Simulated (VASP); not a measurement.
A run of VASP 6.6.1 is set up as follows.

Contents of INCAR:

```
PREC = Accurate ; ENCUT = 520
EDIFF = 1E-7 ; ISMEAR = 0
SIGMA = 0.05 ; LREAL = F
LASPH = T ; NELM = 60
ALGO = Normal ; ISIF = 2
LWAVE = F ; LCHARG = F
NBANDS = 36
```

KPOINTS

```
regular mesh
0
Gamma
  10 10 2
```

POSCAR

```
BN
1.0
   -2.5539396017      0.0000000000      0.0000000000
    1.2769698009     -2.2117765748      0.0000000000
    0.0000000000      0.0000000000     13.1805650000
B N
6 6
Direct
    0.3333333333      0.6666666667      0.2203527326
    0.3333333333      0.6666666667      0.5410411856
    0.3333333333      0.6666666667      0.8617296387
    0.6666666667      0.3333333333      0.0600085061
    0.6666666667      0.3333333333      0.3806969591
    0.6666666667      0.3333333333      0.7013854122
    0.3333333333      0.6666666667      0.1002715827
    0.3333333333      0.6666666667      0.4209600358
    0.3333333333      0.6666666667      0.7416484888
    0.6666666667      0.3333333333      0.9019927153
    0.6666666667      0.3333333333      0.2606158093
    0.6666666667      0.3333333333      0.5813042623
```

Potentials or basis: VASP PAW LDA potentials, release 64 (B, N).

Run with:

```sh
$ cat potpaw_LDA.64/B/POTCAR potpaw_LDA.64/N/POTCAR > POTCAR
$ mpirun -np 1 vasp_std > vasp.out
```

Problem. What does it give for the largest force?

Solution. 1.946 eV/Å.

Problem. Estimate the pressure.

Solution. -18.5 GPa.

Problem. Estimate the band gap on the k mesh.

Solution. 3.76 eV, indirect (least direct gap 4.48 eV).

Forces on the atoms (eV/Å):
```
B    0.000  0.000  0.494
B    0.000  0.000  0.408
B    0.000  0.000  1.946
B    0.000  0.000 -1.413
B    0.000  0.000  0.410
B    0.000  0.000  0.456
N    0.000  0.000 -1.916
N    0.000  0.000 -0.406
N    0.000  0.000 -0.510
N    0.000  0.000  1.362
N    0.000  0.000 -0.421
N    0.000  0.000 -0.409
```

Caveat: forces of over 1 eV/Å act on the atoms, so gaps and moduli don't describe the material at rest. A k mesh can miss the band edges.
